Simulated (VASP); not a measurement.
# NaI (Fm-3m) in VASP: further runs

NaI is run at these levels: PBE; tasks: single point.

Program: VASP 6.6.1. These are calculated values, not measurements. Logs are shortened: lines on timing, memory, paths and dates and some standing lists are left out, and cuts for length are marked.

## (1) The cell of the first run

Symmetry: Fm-3m, No. 225, cubic system. Conventional cell: a = 6.473 Å, b = 6.473 Å, c = 6.473 Å, α = 90.00°, β = 90.00°, γ = 90.00°. Within 4.3 Å of I (site symmetry m-3m) lie 6 Na at 3.24 Å. Within 4.3 Å of Na (site symmetry m-3m) lie 6 I at 3.24 Å.

## (2) Single point, PBE

File INCAR:

```
PREC = Accurate
ENCUT = 520
EDIFF = 1E-6
ISMEAR = -1
SIGMA = 0.025
LREAL = F
LASPH = T
NELM = 60
ALGO = Normal
ISIF = 2
LWAVE = F
LCHARG = T
GGA = PE
LELF = T
LVHAR = T
NBANDS = 14
```

File KPOINTS:

```
regular mesh
0
Gamma
  6 6 6
```

File POSCAR:

```
NaI
1.0
    0.0000000000      3.2364000000      3.2364000000
    3.2364000000      0.0000000000      3.2364000000
    3.2364000000      3.2364000000      0.0000000000
I Na
1 1
Direct
    0.5000000000      0.5000000000      0.5000000000
    0.0000000000      0.0000000000      0.0000000000
```

Potentials or basis: VASP PAW PBE potentials, release 64 (I, Na_pv).

Run with:

```bash
$ cat potpaw_PBE.64/I/POTCAR potpaw_PBE.64/Na_pv/POTCAR > POTCAR
$ mpirun -np 1 vasp_std > vasp.out
```

OUTCAR:

```text
PREC = Accurate
   ENCUT = 520
   EDIFF = 1E-6
   ISMEAR = -1
   LREAL = F
   LASPH = T
   NELM = 60
   ISIF = 2
   GGA = PE

 ion  position               nearest neighbor table
   1  0.500  0.500  0.500-
   2  0.000  0.000  0.000-

  LATTYP: Found a face centered cubic cell.
 ALAT       =     6.4728000000

  Lattice vectors:

 A1 = (   0.0000000000,   3.2364000000,   3.2364000000)
 A2 = (   3.2364000000,   0.0000000000,   3.2364000000)
 A3 = (   3.2364000000,   3.2364000000,   0.0000000000)

Analysis of symmetry for initial positions (statically):
=====================================================================
 Subroutine PRICEL returns:
 Original cell was already a primitive cell.

 Routine SETGRP: Setting up the symmetry group for a
 face centered cubic supercell.

 Subroutine GETGRP returns: Found 48 space group operations
 (whereof 48 operations were pure point group operations)
 out of a pool of 48 trial point group operations.

The static configuration has the point symmetry O_h .

Analysis of symmetry for dynamics (positions and initial velocities):
=====================================================================
 Subroutine PRICEL returns:
 Original cell was already a primitive cell.

 Routine SETGRP: Setting up the symmetry group for a
 face centered cubic supercell.

 Subroutine GETGRP returns: Found 48 space group operations
 (whereof 48 operations were pure point group operations)
 out of a pool of 48 trial point group operations.

The dynamic configuration has the point symmetry O_h .

 Subroutine INISYM returns: Found 48 space group operations
 (whereof 48 operations are pure point group operations),
 and found     1 'primitive' translations

----------------------------------------------------------------------------------------

                                     Primitive cell

  volume of cell :      67.7980

  direct lattice vectors                    reciprocal lattice vectors
     0.000000000  3.236400000  3.236400000    -0.154492646  0.154492646  0.154492646
     3.236400000  0.000000000  3.236400000     0.154492646 -0.154492646  0.154492646
     3.236400000  3.236400000  0.000000000     0.154492646  0.154492646 -0.154492646

  length of vectors
     4.576960773  4.576960773  4.576960773     0.267589113  0.267589113  0.267589113

  position of ions in fractional coordinates (direct lattice)
     0.500000000  0.500000000  0.500000000
     0.000000000  0.000000000  0.000000000

  ion indices of the primitive-cell ions
   primitive index   ion index
                 1           1
                 2           2

----------------------------------------------------------------------------------------

 KPOINTS: regular mesh

Automatic generation of k-mesh.
 Grid dimensions read from file:
 generate k-points for:    6    6    6

 Generating k-lattice:

  Cartesian coordinates                     Fractional coordinates (reciprocal lattice)
    -0.025748774  0.025748774  0.025748774     0.166666667  0.000000000  0.000000000
     0.025748774 -0.025748774  0.025748774     0.000000000  0.166666667  0.000000000
     0.025748774  0.025748774 -0.025748774     0.000000000  0.000000000  0.166666667

  Length of vectors
     0.044598185  0.044598185  0.044598185

  Shift w.r.t. Gamma in fractional coordinates (k-lattice)
     0.000000000  0.000000000  0.000000000

 Subroutine IBZKPT returns following result:
 ===========================================

 Found     16 irreducible k-points:

 Following reciprocal coordinates:
            Coordinates               Weight
  0.000000  0.000000  0.000000      1.000000
  0.166667  0.000000  0.000000      8.000000
  0.333333  0.000000  0.000000      8.000000
  0.500000  0.000000  0.000000      4.000000
  0.166667  0.166667  0.000000      6.000000
  0.333333  0.166667  0.000000     24.000000
[... 8 lines left out ...]
 -0.333333  0.333333  0.166667     24.000000
 -0.333333  0.500000  0.166667     12.000000
   k-points           NKPTS =     16   k-points in BZ     NKDIM =     16   number of bands    NBANDS=     14
   number of dos      NEDOS =    301   number of ions     NIONS =      2
   total plane-waves  NPLWV =  46656
   dimension x,y,z NGX =    36 NGY =   36 NGZ =   36
   dimension x,y,z NGXF=    72 NGYF=   72 NGZF=   72
   ions per type =               1   1
   NGX,Y,Z   is equivalent  to a cutoff of  13.08, 13.08, 13.08 a.u.
   NGXF,Y,Z  is equivalent  to a cutoff of  26.15, 26.15, 26.15 a.u.
 SYSTEM =  unknown system
   PREC   = accura    normal or accurate (medium, high low for compatibility)
   ISTART =      0    job   : 0-new  1-cont  2-samecut
   ICHARG =      2    charge: 1-file 2-atom 10-const
   ISPIN  =      1    spin polarized calculation?
   LNONCOLLINEAR =      F non collinear calculations
   LSORBIT =      F    spin-orbit coupling
   LASPH  =      T    aspherical Exc in radial PAW
   ENCUT  =  520.0 eV  38.22 Ry    6.18 a.u.   8.51  8.51  8.51*2*pi/ulx,y,z
   NELM   =     60;   NELMIN=  2; NELMDL= -5     # of ELM steps
   EDIFF  = 0.1E-05   stopping-criterion for ELM
   LREAL  =      F    real-space projection
   EDIFFG = 0.1E-04   stopping-criterion for IOM
   NSW    =      0    number of steps for IOM
   IBRION =     -1    ionic relax: 0-MD 1-quasi-New 2-CG
   NFREE  =      0    steps in history (QN), initial steepest desc. (CG)
   ISIF   =      2    stress and relaxation
   ISYM   =      2    0-nonsym 1-usesym 2-fastsym
   POTIM  = 0.5000    time-step for ionic-motion
   TEBEG  =    0.0;   TEEND  =   0.0 temperature during run
   PSTRESS=    0.0 pullay stress
   NELECT =      14.0000    total number of electrons
   NUPDOWN=      -1.0000    fix difference up-down
   EMIN   =  10.00;   EMAX   =-10.00  energy-range for DOS
   EFERMI =   0.00;   METHOD = LEGACY
   ISMEAR =    -1;   SIGMA  =   0.03  broadening in eV -4-tet -1-fermi 0-gaus
   EFERMI_NEDOS =   21; number of points for ismear=-14 and -15
   IALGO  =     38    algorithm
   IMIX   =      4    mixing-type and parameters
     AMIX     =   0.40;   BMIX     =  1.00
     AMIX_MAG =   1.60;   BMIX_MAG =  1.00
  volume/ion in A,a.u.               =      33.90       228.76
  Fermi-wavevector in a.u.,A,eV,Ry     =   0.967636  1.828567 12.739397  0.936319
  Thomas-Fermi vector in A             =   2.097538
   LORBIT       =      0    0 simple, 1 ext, 2 COOP (PROOUT), +10 PAW based schemes
   GGA     = PE    functional components
   LHFCALC =     F    Hartree Fock is set to
   AEXX    =    0.0000 exact exchange contribution
   IVDW    =     0    specifies the selected vdW correction
   LEPSILON=     F    determine dielectric tensor
   LRPA    =     F    only Hartree local field effects (RPA)
 non-spin polarized calculation
  energy-cutoff  :      520.00
  volume of cell :       67.80
 maximum number of plane-waves:      1853
 NGX is ok and might be reduce to    36
   NGX = 17   NGY = 17   NGZ = 17

 number of electron      13.9999993 magnetization

 Free energy of the ion-electron system (eV)
  ---------------------------------------------------
  ext. energy  EPLUGINS =         0.00000000
  ---------------------------------------------------
  free energy    TOTEN  =        -5.38492674 eV

  energy without entropy =       -5.38492674  energy(sigma->0) =       -5.38492674

 E-fermi :   1.3904     XC(G=0):  -7.7048

 val. band max:        0.8065823480   @ k =   0.0000   0.0000   0.0000
 cond. band min:       4.4470150664   @ k =   0.0000   0.0000   0.0000
 fundamental gap:      3.6404327184
 Fermi energy:         1.3903649321

 k-point     1 :       0.0000    0.0000    0.0000
  band No.  band energies     occupation
      1     -21.6330      2.00000
      2     -21.6330      2.00000
      3     -21.6330      2.00000
      4     -10.2110      2.00000
      5       0.8066      2.00000
      6       0.8066      2.00000
      7       0.8066      2.00000
      8       4.4470      0.00000
      9       8.7362      0.00000
     10       8.7362      0.00000
     11       8.7362      0.00000
     12      10.5544      0.00000
     13      10.5544      0.00000
     14      11.2413      0.00000

 k-point     2 :       0.1667    0.0000    0.0000
  band No.  band energies     occupation
      1     -21.6343      2.00000
      2     -21.6331      2.00000
      3     -21.6331      2.00000
      4     -10.1370      2.00000
      5       0.0735      2.00000
      6       0.7315      2.00000
      7       0.7315      2.00000
      8       5.2582      0.00000
      9       8.2537      0.00000
     10       8.9253      0.00000
     11       8.9253      0.00000
     12      10.0463      0.00000
     13      10.0463      0.00000
     14      11.6151      0.00000

 k-point     3 :       0.3333    0.0000    0.0000
  band No.  band energies     occupation
      1     -21.6370      2.00000
      2     -21.6333      2.00000
      3     -21.6333      2.00000
      4      -9.9804      2.00000
      5      -0.9551      2.00000
      6       0.5911      2.00000
      7       0.5911      2.00000
      8       5.9087      0.00000
      9       8.5067      0.00000
     10       8.5067      0.00000
     11       8.8004      0.00000
     12      10.9480      0.00000
     13      11.0868      0.00000
     14      11.0868      0.00000
[... 188 lines left out ...]
 k-point    15 :      -0.3333    0.3333    0.1667
  band No.  band energies     occupation
      1     -21.6368      2.00000
      2     -21.6352      2.00000
      3     -21.6342      2.00000
      4      -9.8335      2.00000
      5      -0.9100      2.00000
      6      -0.3634      2.00000
      7       0.1612      2.00000
      8       6.8243      0.00000
      9       7.4507      0.00000
     10       8.6782      0.00000
     11       9.3096      0.00000
     12      11.2375      0.00000
     13      12.5635      0.00000
     14      13.7320      0.00000

 k-point    16 :      -0.3333    0.5000    0.1667
  band No.  band energies     occupation
      1     -21.6364      2.00000
      2     -21.6353      2.00000
      3     -21.6348      2.00000
      4      -9.8138      2.00000
      5      -0.8611      2.00000
      6      -0.2968      2.00000
      7      -0.0804      2.00000
      8       6.1615      0.00000
      9       7.3059      0.00000
     10       9.3703      0.00000
     11       9.4298      0.00000
     12      12.4160      0.00000
     13      13.2606      0.00000
     14      13.4339      0.00000

------------------------ aborting loop because EDIFF is reached ----------------------------------------

  FORCE on cell =-STRESS in cart. coord.  units (eV):
  Direction    XX          YY          ZZ          XY          YZ          ZX
  --------------------------------------------------------------------------------------
  -------------------------------------------------------------------------------------
  Total        0.1879580      0.1879580      0.1879580      0.0000000     -0.0000000      0.0000000
  in kB        4.4417580      4.4417580      4.4417580      0.0000000     -0.0000000      0.0000000
  external PRESSURE =       4.4417580 kB  Pullay stress =       0.0000000 kB

 VOLUME and BASIS-vectors are now :
 -----------------------------------------------------------------------------
  energy-cutoff  :      520.00
  volume of cell :       67.80
      direct lattice vectors                 reciprocal lattice vectors
     0.000000000  3.236400000  3.236400000    -0.154492646  0.154492646  0.154492646
     3.236400000  0.000000000  3.236400000     0.154492646 -0.154492646  0.154492646
     3.236400000  3.236400000  0.000000000     0.154492646  0.154492646 -0.154492646

 POSITION                                       TOTAL-FORCE (eV/Angst)
 -----------------------------------------------------------------------------------
      3.23640      3.23640      3.23640        -0.000000     -0.000000      0.000000
      0.00000      0.00000      0.00000         0.000000      0.000000     -0.000000
 -----------------------------------------------------------------------------------
    total drift:                                0.000000      0.000000      0.000000

  FREE ENERGIE OF THE ION-ELECTRON SYSTEM (eV)
  ---------------------------------------------------
  free  energy   TOTEN  =        -5.3849267408 eV

  energy  without entropy=       -5.3849267408  energy(sigma->0) =       -5.38492674
```

Wall time 30 s (1 thread of AMD EPYC 7R13, shared host); peak memory 0.18 GiB.

What came out:

* Free energy: -5.3849 eV
* Pressure: 0.4 GPa
* Band gap on the k mesh: 3.64 eV, direct

Levels at points of the mesh, in eV from the valence-band top:
| k point | band 3 | band 4 | band 5 | band 6 | band 7 | band 8 | band 9 | band 10 | band 11 | band 12 |
| --- | --- | --- | --- | --- | --- | --- | --- | --- | --- | --- |
| (0.00, 0.00, 0.00) | -22.44 | -11.02 | 0.00 | 0.00 | 0.00 | 3.64 | 7.93 | 7.93 | 7.93 | 9.75 |
| (0.50, 0.00, 0.00) | -22.44 | -10.70 | -2.18 | -0.28 | -0.28 | 5.09 | 7.44 | 7.44 | 8.73 | 10.31 |
| (0.50, 0.50, 0.00) | -22.44 | -10.63 | -1.90 | -0.74 | -0.74 | 4.49 | 5.55 | 9.87 | 11.30 | 11.30 |

Caveat: spin-orbit coupling is left out, which moves the levels of the heavy elements. A hybrid or GW would open this gap; PBE tends to underestimate it.

[end of part 1 of 2]
